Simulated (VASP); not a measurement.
Here is a VASP 6.6.1 calculation.

Contents of INCAR:

```
PREC = Accurate ; ENCUT = 520
EDIFF = 1E-6 ; ISMEAR = 0
SIGMA = 0.1 ; LREAL = F
LASPH = T ; NELM = 100
ALGO = Normal ; ISIF = 2
LWAVE = F ; LCHARG = F
GGA = PE ; NBANDS = 35
```

The input KPOINTS:

```
regular mesh
0
Gamma
  3 3 6
```

POSCAR

```
Sn2TeO3
1.0
    5.9088586458      0.0000000000      0.0000000000
   -2.9544293229      5.1172216947      0.0000000000
    0.0000000000      0.0000000000      3.0886398785
Sn Te O
2 1 3
Direct
    0.3333333333      0.6666666667      0.0000000000
    0.6666666667      0.3333333333      0.0000000000
    0.0000000000      0.0000000000      0.0000000000
    0.5000000000      0.0000000000      0.5000000000
    0.5000000000      0.5000000000      0.5000000000
    0.0000000000      0.5000000000      0.5000000000
```

Potentials or basis: VASP PAW PBE potentials, release 64 (Sn_d, Te, O).

Command:

```console
$ cat potpaw_PBE.64/Sn_d/POTCAR potpaw_PBE.64/Te/POTCAR potpaw_PBE.64/O/POTCAR > POTCAR
$ mpirun -np 1 vasp_std > vasp.out
```

Q: Estimate the band gap on the k mesh.

A: Zero (band 26 reaches 9.00 eV, above the bottom of band 27 at 6.60 eV).

Q: Estimate the pressure.

A: 0.1 GPa.

Stress tensor (GPa, compression positive):
```
0.06 0.00 0.00
0.00 0.06 0.00
0.00 0.00 0.19
```

Caveat: the k points lie up to 0.41 Å⁻¹ apart; spin-orbit coupling is left out, which moves the levels of the heavy elements.
